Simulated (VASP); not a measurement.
A run of VASP 6.6.1 is set up as follows.

The input INCAR:

```
SYSTEM = BN
PREC     = Accurate       ! precision mode
ENCUT    = 600            ! plane-wave cutoff, eV
EDIFF    = 1E-6           ! SCF threshold, eV
ISMEAR   = 0              ! smearing method
SIGMA    = 0.02           ! smearing width, eV
LREAL    = .FALSE.        ! projectors in reciprocal space
LASPH    = .TRUE.         ! aspherical terms in the spheres
NELM     = 120            ! most SCF steps
ALGO     = Normal         ! electronic algorithm
ISIF     = 2              ! what is computed and relaxed
LWAVE    = .FALSE.        ! write WAVECAR
LCHARG   = .FALSE.        ! write CHGCAR
GGA      = PS             ! functional
NBANDS   = 11             ! bands
GGA_COMPAT= .FALSE.
```

File KPOINTS:

```
Automatic mesh
0
G
  12 12 12
  0 0 0
```

Contents of POSCAR:

```
BN
1.0
    0.0000000000      1.8206936363      1.8206936363
    1.8206936363      0.0000000000      1.8206936363
    1.8206936363      1.8206936363      0.0000000000
B N
1 1
Direct
    0.0000000000      0.0000000000      0.0000000000
    0.2500000000      0.2500000000      0.2500000000
```

Potentials or basis: VASP PAW PBE potentials, release 64 (B, N).

Run with:

```sh
$ cat potpaw_PBE.64/B/POTCAR potpaw_PBE.64/N/POTCAR > POTCAR
$ mpirun -np 1 vasp_std > vasp.out
```

(1) Estimate the band gap on the k mesh.

(2) Predict the pressure.

Results:

(1) 4.25 eV, indirect (least direct gap 8.66 eV).

(2) -10.6 GPa.

Caveat: the PAW data sets were made with another functional, which shifts forces and pressure a little.
